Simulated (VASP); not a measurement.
# MnHg (Pm-3m) in VASP: a series of runs

MnHg is run at these levels: PBE; tasks: single point.

All numbers are computed with VASP 6.6.1; they aren't measurements. Logs are shortened: lines on timing, memory, paths and dates and some standing lists are left out, and cuts for length are marked.

**1. The cell of the first run**

The structure is cubic, space group Pm-3m (No. 221). The conventional cell has a = 3.315 Å, b = 3.315 Å, c = 3.315 Å, α = 90.00°, β = 90.00°, γ = 90.00°. Hg (site symmetry m-3m) has 8 Mn at 2.87 Å and 6 Hg at 3.31 Å within 3.8 Å. Within 3.8 Å of Mn (site symmetry m-3m) lie 8 Hg at 2.87 Å and 6 Mn at 3.31 to 3.32 Å.

**2. Single point, PBE, collinear spin, ferromagnetic start**

File INCAR:

```
ALGO = Normal
EDIFF = 1E-6
ENCUT = 680
GGA = PE
GGA_COMPAT = False
ISIF = 2
ISMEAR = -1
ISPIN = 2
LASPH = True
LCHARG = False
LMAXMIX = 4
LORBIT = 11
LREAL = False
LWAVE = False
MAGMOM = 0 4
NBANDS = 28
NELM = 200
NUPDOWN = 4.0
PREC = Accurate
SIGMA = 0.05
```

File KPOINTS:

```
k-points
0
Gamma
  7 7 7
```

File POSCAR:

```
MnHg
1.0
    3.3150000000      0.0000000000      0.0000000000
    0.0000000000      3.3150000000      0.0000000000
    0.0000000000      0.0000000000      3.3150000000
Hg Mn
1 1
Direct
    0.0000000000      0.0000000000      0.0000000000
    0.5000000000      0.5000000000      0.5000000000
```

Potentials or basis: VASP PAW PBE potentials, release 64 (Hg_sv_GW, Mn_sv).

Launch:

```console
> cat potpaw_PBE.64/Hg_sv_GW/POTCAR potpaw_PBE.64/Mn_sv/POTCAR > POTCAR
> mpirun -np 1 vasp_std > vasp.out
```

OUTCAR:

```text
EDIFF = 1E-6
   ENCUT = 680
   GGA = PE
   ISIF = 2
   ISMEAR = -1
   ISPIN = 2
   LASPH = True
   LORBIT = 11
   LREAL = False
   NELM = 200
   NUPDOWN = 4.0
   PREC = Accurate

 ion  position               nearest neighbor table
   1  0.000  0.000  0.000-   2 2.87   2 2.87   2 2.87   2 2.87   2 2.87   2 2.87   2 2.87   2 2.87

   2  0.500  0.500  0.500-   1 2.87   1 2.87   1 2.87   1 2.87   1 2.87   1 2.87   1 2.87   1 2.87

  LATTYP: Found a simple cubic cell.
 ALAT       =     3.3150000000

  Lattice vectors:

 A1 = (   3.3150000000,   0.0000000000,   0.0000000000)
 A2 = (   0.0000000000,   3.3150000000,   0.0000000000)
 A3 = (   0.0000000000,   0.0000000000,   3.3150000000)

Analysis of symmetry for initial positions (statically):
=====================================================================
 Subroutine PRICEL returns:
 Original cell was already a primitive cell.

 Routine SETGRP: Setting up the symmetry group for a
 simple cubic supercell.

 Subroutine GETGRP returns: Found 48 space group operations
 (whereof 48 operations were pure point group operations)
 out of a pool of 48 trial point group operations.

The static configuration has the point symmetry O_h .

Analysis of symmetry for dynamics (positions and initial velocities):
=====================================================================
 Subroutine PRICEL returns:
 Original cell was already a primitive cell.

 Routine SETGRP: Setting up the symmetry group for a
 simple cubic supercell.

 Subroutine GETGRP returns: Found 48 space group operations
 (whereof 48 operations were pure point group operations)
 out of a pool of 48 trial point group operations.

The dynamic configuration has the point symmetry O_h .

Analysis of structural, dynamic, and magnetic symmetry:
=====================================================================
 Subroutine PRICEL returns:
 Original cell was already a primitive cell.

 Routine SETGRP: Setting up the symmetry group for a
 simple cubic supercell.

 Subroutine GETGRP returns: Found 48 space group operations
 (whereof 48 operations were pure point group operations)
 out of a pool of 48 trial point group operations.

The overall configuration has the point symmetry O_h .

 Subroutine INISYM returns: Found 48 space group operations
 (whereof 48 operations are pure point group operations),
 and found     1 'primitive' translations

----------------------------------------------------------------------------------------

                                     Primitive cell

  volume of cell :      36.4293

  direct lattice vectors                    reciprocal lattice vectors
     3.315000000  0.000000000  0.000000000     0.301659125  0.000000000  0.000000000
     0.000000000  3.315000000  0.000000000     0.000000000  0.301659125  0.000000000
     0.000000000  0.000000000  3.315000000     0.000000000  0.000000000  0.301659125

  length of vectors
     3.315000000  3.315000000  3.315000000     0.301659125  0.301659125  0.301659125

  position of ions in fractional coordinates (direct lattice)
     0.000000000  0.000000000  0.000000000
     0.500000000  0.500000000  0.500000000

  ion indices of the primitive-cell ions
   primitive index   ion index
                 1           1
                 2           2

----------------------------------------------------------------------------------------

 KPOINTS: k-points

Automatic generation of k-mesh.
 Grid dimensions read from file:
 generate k-points for:    7    7    7

 Generating k-lattice:

  Cartesian coordinates                     Fractional coordinates (reciprocal lattice)
     0.043094161  0.000000000  0.000000000     0.142857143  0.000000000  0.000000000
     0.000000000  0.043094161  0.000000000     0.000000000  0.142857143  0.000000000
     0.000000000  0.000000000  0.043094161     0.000000000  0.000000000  0.142857143

  Length of vectors
     0.043094161  0.043094161  0.043094161

  Shift w.r.t. Gamma in fractional coordinates (k-lattice)
     0.000000000  0.000000000  0.000000000

 Subroutine IBZKPT returns following result:
 ===========================================

 Found     20 irreducible k-points:

 Following reciprocal coordinates:
            Coordinates               Weight
  0.000000  0.000000  0.000000      1.000000
  0.142857  0.000000  0.000000      6.000000
  0.285714  0.000000  0.000000      6.000000
  0.428571  0.000000  0.000000      6.000000
  0.142857  0.142857  0.000000     12.000000
  0.285714  0.142857  0.000000     24.000000
[... 12 lines left out ...]
  0.428571  0.428571  0.285714     24.000000
  0.428571  0.428571  0.428571      8.000000
   k-points           NKPTS =     20   k-points in BZ     NKDIM =     20   number of bands    NBANDS=     28
   number of dos      NEDOS =    301   number of ions     NIONS =      2
   total plane-waves  NPLWV =  21952
   dimension x,y,z NGX =    28 NGY =   28 NGZ =   28
   dimension x,y,z NGXF=    56 NGYF=   56 NGZF=   56
   ions per type =               1   1
   NGX,Y,Z   is equivalent  to a cutoff of  14.04, 14.04, 14.04 a.u.
   NGXF,Y,Z  is equivalent  to a cutoff of  28.08, 28.08, 28.08 a.u.
 SYSTEM =  unknown system
   PREC   = accura    normal or accurate (medium, high low for compatibility)
   ISTART =      0    job   : 0-new  1-cont  2-samecut
   ICHARG =      2    charge: 1-file 2-atom 10-const
   ISPIN  =      2    spin polarized calculation?
   LNONCOLLINEAR =      F non collinear calculations
   LSORBIT =      F    spin-orbit coupling
   LASPH  =      T    aspherical Exc in radial PAW
   ENCUT  =  680.0 eV  49.98 Ry    7.07 a.u.   7.05  7.05  7.05*2*pi/ulx,y,z
   NELM   =    200;   NELMIN=  2; NELMDL= -5     # of ELM steps
   EDIFF  = 0.1E-05   stopping-criterion for ELM
   LREAL  =      F    real-space projection
   EDIFFG = 0.1E-04   stopping-criterion for IOM
   NSW    =      0    number of steps for IOM
   IBRION =     -1    ionic relax: 0-MD 1-quasi-New 2-CG
   NFREE  =      0    steps in history (QN), initial steepest desc. (CG)
   ISIF   =      2    stress and relaxation
   ISYM   =      2    0-nonsym 1-usesym 2-fastsym
   POTIM  = 0.5000    time-step for ionic-motion
   TEBEG  =    0.0;   TEEND  =   0.0 temperature during run
   PSTRESS=    0.0 pullay stress
   NELECT =      35.0000    total number of electrons
   NUPDOWN=       4.0000    fix difference up-down
   EMIN   =  10.00;   EMAX   =-10.00  energy-range for DOS
   EFERMI =   0.00;   METHOD = LEGACY
   ISMEAR =    -1;   SIGMA  =   0.05  broadening in eV -4-tet -1-fermi 0-gaus
   EFERMI_NEDOS =   21; number of points for ismear=-14 and -15
   IALGO  =     38    algorithm
   IMIX   =      4    mixing-type and parameters
     AMIX     =   0.40;   BMIX     =  1.00
     AMIX_MAG =   1.60;   BMIX_MAG =  1.00
  volume/ion in A,a.u.               =      18.21       122.92
  Fermi-wavevector in a.u.,A,eV,Ry     =   1.615402  3.052667 35.504729  2.609524
  Thomas-Fermi vector in A             =   2.710156
   LORBIT       =     11    0 simple, 1 ext, 2 COOP (PROOUT), +10 PAW based schemes
   GGA     = PE    functional components
   LHFCALC =     F    Hartree Fock is set to
   AEXX    =    0.0000 exact exchange contribution
   IVDW    =     0    specifies the selected vdW correction
   LEPSILON=     F    determine dielectric tensor
   LRPA    =     F    only Hartree local field effects (RPA)
 spin polarized calculation
  energy-cutoff  :      680.00
  volume of cell :       36.43
 maximum number of plane-waves:      1480
   NGX = 15   NGY = 15   NGZ = 15

 number of electron      35.0000025 magnetization       4.0000011

 Free energy of the ion-electron system (eV)
  ---------------------------------------------------
  ext. energy  EPLUGINS =         0.00000000
  ---------------------------------------------------
  free energy    TOTEN  =        -8.58890983 eV

  energy without entropy =       -8.57927397  energy(sigma->0) =       -8.58409190

 E-fermi :   8.5840     XC(G=0): -12.0116

 val. band max:        8.6019028529   @ k =   0.2857   0.0000   0.0000
 cond. band min:       8.6676366521   @ k =   0.4286   0.0000   0.0000
 fundamental gap:      0.0657337992
 Fermi energy:         8.9468938572

 spin component 1

 k-point     1 :       0.0000    0.0000    0.0000
  band No.  band energies     occupation
      1    -106.9641      1.00000
      2     -72.8066      1.00000
      3     -55.2757      1.00000
      4     -55.2757      1.00000
      5     -55.2757      1.00000
      6     -41.5484      1.00000
[... 20 lines left out ...]
     27      25.0383      0.00000
     28      25.0383      0.00000
[... 559 lines left out ...]
 k-point    20 :       0.4286    0.4286    0.4286
  band No.  band energies     occupation
      1    -106.9636      1.00000
      2     -72.8040      1.00000
      3     -55.2857      1.00000
      4     -55.2857      1.00000
      5     -55.2857      1.00000
      6     -41.5615      1.00000
[... 20 lines left out ...]
     27      31.6625      0.00000
     28      31.7005      0.00000
 Fermi energy:         8.5839869797

 spin component 2

 k-point     1 :       0.0000    0.0000    0.0000
  band No.  band energies     occupation
      1    -106.9310      1.00000
      2     -68.6146      1.00000
      3     -55.2382      1.00000
      4     -55.2382      1.00000
      5     -55.2382      1.00000
      6     -37.4341      1.00000
[... 20 lines left out ...]
     27      25.0677      0.00000
     28      25.0677      0.00000
[... 559 lines left out ...]
 k-point    20 :       0.4286    0.4286    0.4286
  band No.  band energies     occupation
      1    -106.9305      1.00000
      2     -68.6115      1.00000
      3     -55.2484      1.00000
      4     -55.2483      1.00000
      5     -55.2483      1.00000
      6     -37.4501      1.00000
[... 20 lines left out ...]
     27      31.7806      0.00000
     28      31.8009      0.00000

------------------------ aborting loop because EDIFF is reached ----------------------------------------

  FORCE on cell =-STRESS in cart. coord.  units (eV):
  Direction    XX          YY          ZZ          XY          YZ          ZX
  --------------------------------------------------------------------------------------
  -------------------------------------------------------------------------------------
  Total        0.1717394      0.1717394      0.1717394      0.0000000      0.0000000     -0.0000000
  in kB        7.5531803      7.5531803      7.5531803      0.0000000      0.0000000     -0.0000000
  external PRESSURE =       7.5531803 kB  Pullay stress =       0.0000000 kB

 VOLUME and BASIS-vectors are now :
 -----------------------------------------------------------------------------
  energy-cutoff  :      680.00
  volume of cell :       36.43
      direct lattice vectors                 reciprocal lattice vectors
     3.315000000  0.000000000  0.000000000     0.301659125  0.000000000  0.000000000
     0.000000000  3.315000000  0.000000000     0.000000000  0.301659125  0.000000000
     0.000000000  0.000000000  3.315000000     0.000000000  0.000000000  0.301659125

 POSITION                                       TOTAL-FORCE (eV/Angst)
 -----------------------------------------------------------------------------------
      0.00000      0.00000      0.00000         0.000000      0.000000      0.000000
      1.65750      1.65750      1.65750         0.000000      0.000000      0.000000
 -----------------------------------------------------------------------------------
    total drift:                                0.000000      0.000000      0.000000

  FREE ENERGIE OF THE ION-ELECTRON SYSTEM (eV)
  ---------------------------------------------------
  free  energy   TOTEN  =        -8.5889098275 eV

  energy  without entropy=       -8.5792739677  energy(sigma->0) =       -8.58409190

 total charge

# of ion       s       p       d       f       tot
--------------------------------------------------
    1        2.573   6.556   8.792   0.008  17.929
    2        2.148   6.012   4.670   0.000  12.830
--------------------------------------------------
tot          4.721  12.568  13.462   0.008  30.759

 magnetization (x)

# of ion       s       p       d       f       tot
--------------------------------------------------
    1       -0.027  -0.069   0.057   0.004  -0.035
    2        0.021   0.012   3.670   0.000   3.703
--------------------------------------------------
tot         -0.006  -0.058   3.727   0.004   3.667
```

It took 37 s on 1 thread of AMD EPYC 9R45 (Zen 5), shared host; peak memory 0.19 GiB.

Results:

```yaml
Free_energy: -8.5889 eV
Pressure: 0.8 GPa
Net_moment: 4.00 μB per cell
Site_moments: Hg -0.04; Mn +3.70 μB
Valence_electrons_inside_the_program's_atomic_spheres: Hg 17.93; Mn 12.83
```

Caveat: spin-orbit coupling is left out, which moves the levels of the heavy elements; the total moment is fixed, so each spin has its own Fermi level and the state may be an excited one.

**3. Single point, PBE, collinear spin, ferromagnetic start**

File INCAR:

```
SYSTEM = MnHg
PREC     = Accurate       ! precision mode
ENCUT    = 680            ! plane-wave cutoff, eV
EDIFF    = 1E-6           ! SCF threshold, eV
ISMEAR   = -1             ! smearing method
SIGMA    = 0.05           ! smearing width, eV
LREAL    = .FALSE.        ! projectors in reciprocal space
LASPH    = .TRUE.         ! aspherical terms in the spheres
NELM     = 200            ! most SCF steps
ALGO     = Normal         ! electronic algorithm
ISIF     = 2              ! what is computed and relaxed
LWAVE    = .FALSE.        ! write WAVECAR
LCHARG   = .TRUE.         ! write CHGCAR
ISPIN    = 2              ! spin polarisation
MAGMOM   = 0 1            ! initial moments
LORBIT   = 11             ! projections on sites
NUPDOWN  = 1.0            ! fixed moment
LMAXMIX  = 4              ! l up to which the mixer works
GGA      = PE             ! functional
LELF     = .TRUE.         ! ELF
LVHAR    = .TRUE.       
NBANDS   = 28             ! bands
GGA_COMPAT= .FALSE.
```

File KPOINTS:

```
regular mesh
0
G
  7 7 7
  0 0 0
```

POSCAR is that of step 2.

Potentials or basis: VASP PAW PBE potentials, release 64 (Hg_sv_GW, Mn_sv).

Launch:

```console
> cat potpaw_PBE.64/Hg_sv_GW/POTCAR potpaw_PBE.64/Mn_sv/POTCAR > POTCAR
> mpirun -np 1 vasp_std > vasp.out
```

Run time: 42 s. Hardware: 1 thread of AMD EPYC 9R45 (Zen 5), shared host; peak memory 0.19 GiB.

It converged, with:

| Item | Value |
| --- | --- |
| Free energy | -7.3516 eV |
| Pressure | -13.1 GPa |
| Net moment | 1.00 μB per cell |
| Site moments | Hg -0.06; Mn +1.09 μB |
| Valence electrons inside the program's atomic spheres | Hg 17.87; Mn 12.87 |

Caveat: the cell stands under tension; spin-orbit coupling is left out, which moves the levels of the heavy elements; the total moment is fixed, so each spin has its own Fermi level and the state may be an excited one.

**4. Single point, PBE, collinear spin, ferromagnetic start**

File INCAR:

```
PREC     = Accurate       # precision mode
ENCUT    = 680            # plane-wave cutoff, eV
EDIFF    = 1E-6           # SCF threshold, eV
ISMEAR   = -1             # smearing method
SIGMA    = 0.05           # smearing width, eV
LREAL    = False          # projectors in reciprocal space
LASPH    = True           # aspherical terms in the spheres
NELM     = 200            # most SCF steps
ALGO     = Normal         # electronic algorithm
ISIF     = 2              # what is computed and relaxed
LWAVE    = False          # write WAVECAR
LCHARG   = False          # write CHGCAR
ISPIN    = 2              # spin polarisation
MAGMOM   = 0 8            # initial moments
LORBIT   = 11             # projections on sites
NUPDOWN  = 8.0            # fixed moment
LMAXMIX  = 4              # l up to which the mixer works
GGA      = PE             # functional
NBANDS   = 28             # bands
GGA_COMPAT= False
```

File KPOINTS:

```
Automatic mesh
0
Gamma
  7 7 7
```

POSCAR is that of step 3.

Launch:

```console
> cat potpaw_PBE.64/Hg_sv_GW/POTCAR potpaw_PBE.64/Mn_sv/POTCAR > POTCAR
> mpirun -np 1 vasp_std > vasp.out
```

Run time: 32 s. Hardware: 1 thread of AMD EPYC 9R45 (Zen 5), shared host; peak memory 0.19 GiB.

Results (log left out):

* Free energy: 0.2344 eV
* Pressure: 53.1 GPa
* Net moment: 8.00 μB per cell
* Site moments: Hg +1.11; Mn +4.69 μB
* Valence electrons inside the program's atomic spheres: Hg 18.01; Mn 12.75

Caveat: the cell stands under pressure; spin-orbit coupling is left out, which moves the levels of the heavy elements; the total moment is fixed, so each spin has its own Fermi level and the state may be an excited one.

[end of part 1 of 2]
